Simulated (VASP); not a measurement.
**Ir: single point with PBE**

The system is Ir.

```
CELL_PARAMETERS angstrom
2.87600 0.00000 0.00000
-1.43800 2.49069 0.00000
0.00000 0.00000 4.30450
ATOMIC_POSITIONS crystal
Ir 0.66667 0.33333 0.75000
Ir 0.33333 0.66667 0.25000
```

```
Program             : VASP 6.6.1
Task                : single point
Functional          : PBE
Potentials or basis : VASP PAW PBE potentials, release 64 (Ir)
Cutoff              : 520 eV
k mesh              : 18 × 18 × 10
Occupations         : gaussian, width 0.15 eV
Spin                : no spin polarisation
```

The pressure is -14.0 GPa and the band gap on the k mesh is zero (band 9 reaches 9.76 eV, above the bottom of band 10 at 7.14 eV).

Stress tensor (GPa, compression positive):
```
-20.14   0.00   0.00
  0.00 -20.14   0.00
  0.00   0.00  -1.59
```

Levels at points of the mesh, in eV from the Fermi level:
```tsv
k point	band 5	band 6	band 7	band 8	band 9	band 10	band 11	band 12	band 13	band 14
(0.00, 0.00, 0.00)	-2.79	-2.74	-2.74	-2.72	-2.72	0.17	0.19	0.19	7.34	13.90
(0.50, 0.00, 0.00)	-3.38	-2.80	-2.21	0.08	0.63	1.11	2.33	3.51	8.19	10.12
(0.00, 0.00, 0.50)	-3.79	-3.79	-3.62	-3.62	-0.40	-0.40	-0.40	-0.40	13.58	13.58
(0.50, 0.00, 0.50)	-2.23	-2.23	-0.90	-0.90	0.43	0.43	1.76	1.76	6.74	6.74
```

Run time: 70 s on 1 thread of Intel Xeon 8259CL (shared host), peak memory 0.22 GiB.

Caveat: spin-orbit coupling is left out, which moves the levels of the heavy elements.
